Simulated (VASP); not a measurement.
Runs of VASP 6.6.1 on C. Symmetry: P6_3/mmc, No. 194, hexagonal system. Conventional cell: a = 2.503 Å, b = 2.503 Å, c = 4.169 Å, α = 90.00°, β = 90.00°, γ = 120.00°. C (site symmetry 3m) has 4 C at 1.54 to 1.56 Å within 2.0 Å. 

```csv
level,potentials or basis,k mesh,smearing,gap on the mesh (eV),pressure (GPa),largest force (eV/Å)
PBE,"VASP PAW PBE potentials, release 64 (C)",9 × 9 × 4,fermi-dirac 0.05 eV,3.31,4.2,0.02
LDA,"VASP PAW LDA potentials, release 64 (C)",9 × 9 × 4,gaussian 0.01 eV,(a),-9.9,-
PBE,"VASP PAW PBE potentials, release 64 (C)","9 × 9 × 4, shifted",gaussian 0.01 eV,3.98,4.2,0.02
PBE,"VASP PAW PBE potentials, release 64 (C)",9 × 9 × 4,gaussian 0.01 eV,3.31,4.2,0.02
```

Alike in all rows: task single point; no spin polarisation; cell as given; cutoff (eV) 600.

Task: Fill in the values left out.

Result: (a) 3.11.

Caveats: the cell stands under pressure (at least some runs); an odd mesh through Γ misses points on the zone boundary, where band edges can lie (at least some runs); the cell stands under tension (at least some runs); a shifted mesh leaves out Γ, where band edges can lie (at least some runs).
